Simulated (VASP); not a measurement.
Input of a VASP 6.6.1 run:

Contents of INCAR:

```
SYSTEM = Yb
ALGO = Normal
EDIFF = 1E-6
ENCUT = 520
GGA = RP
GGA_COMPAT = .FALSE.
ISIF = 2
ISMEAR = -1
LASPH = .TRUE.
LCHARG = .FALSE.
LMAXMIX = 6
LORBIT = 11
LORBMOM = .TRUE.
LREAL = .FALSE.
LSORBIT = .TRUE.
LWAVE = .FALSE.
MAGMOM = 0 0 0
NBANDS = 35
NELM = 150
PREC = Accurate
SIGMA = 0.1
```

File KPOINTS:

```
k-points
0
G
  10 10 10
  0 0 0
```

POSCAR

```
Yb
1.0
    0.0000000000      2.6895878674      2.6895878674
    2.6895878674      0.0000000000      2.6895878674
    2.6895878674      2.6895878674      0.0000000000
Yb
1
Direct
    0.0000000000      0.0000000000      0.0000000000
```

Potentials or basis: VASP PAW PBE potentials, release 64 (Yb).

Command:

```sh
$ cat potpaw_PBE.64/Yb/POTCAR > POTCAR
$ mpirun -np 1 vasp_ncl > vasp.out
```

(1) Predict the pressure.

(2) Predict the net moment.

Answers

(1) -0.5 GPa.

(2) 0.00 μB per cell.

Caveat: the PAW data sets were made with another functional, which shifts forces and pressure a little.
